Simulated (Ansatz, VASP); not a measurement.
One calculation of Cu, two programs

INCAR

```
PREC     = Accurate       # precision mode
ENCUT    = 520            # plane-wave cutoff, eV
EDIFF    = 1E-6           # SCF threshold, eV
ISMEAR   = -1             # smearing method
SIGMA    = 0.1            # smearing width, eV
LREAL    = False          # projectors in reciprocal space
LASPH    = True           # aspherical terms in the spheres
NELM     = 100            # most SCF steps
ALGO     = Normal         # electronic algorithm
ISIF     = 2              # what is computed and relaxed
LWAVE    = False          # write WAVECAR
LCHARG   = True           # write CHGCAR
GGA      = PE             # functional
LELF     = True           # ELF
LVHAR    = True         
NBANDS   = 12             # bands
```

KPOINTS

```
regular mesh
0
Gamma
  25 25 25
```

File POSCAR:

```
Cu
1.0
   -1.4978803979      1.4978803979      1.4978803979
    1.4978803979     -1.4978803979      1.4978803979
    1.4978803979      1.4978803979     -1.4978803979
Cu
1
Direct
    0.0000000000      0.0000000000      0.0000000000
```

Input for Ansatz:

```yaml
crystal:
  lattice:
    - [-1.4978803979, 1.4978803979, 1.4978803979]
    - [1.4978803979, -1.4978803979, 1.4978803979]
    - [1.4978803979, 1.4978803979, -1.4978803979]
  atoms:
    - { symbol: Cu, position: [0.0, 0.0, 0.0] }
hamiltonian:
  xc: pbe
  pseudopotentials:
    kind: paw
    azcp:
      Cu: "pseudopotentials/Cu.paw.azcp"
basis:
  ecutwfc: 420
  fft_grid_basis: typed
kpoints:
  mp_grid: { grid: [25, 25, 25], shift: [0, 0, 0] }
magnetization:
  spin_polarized: false
scf:
  occupations: { method: fermi_dirac, width: 0.1 }
output:
  stress: true
```

Alike in both runs: task single point; functional PBE; k mesh 25 × 25 × 25; occupations fermi-dirac, width 0.1 eV; no spin polarisation.

|  | VASP | Ansatz |
| --- | --- | --- |
| version | VASP 6.6.1 | Ansatz 0.2.0 |
| potentials or method | VASP PAW PBE potentials, release 64 (Cu), cutoff 520 eV | plane waves (420 eV) with PAW, scalar-relativistic |
| valence electrons in the cell | 11 | 19 |

|  | VASP | Ansatz | Ansatz less VASP |
| --- | --- | --- | --- |
| pressure (GPa) | -11.1 | -11.7 | -0.63 |

With one functional, cell and mesh, what is left measures potentials, basis and numerics. VASP's potentials hold 11 valence electrons a cell and Ansatz's 19, so a difference there can come from the potentials and not from the codes.
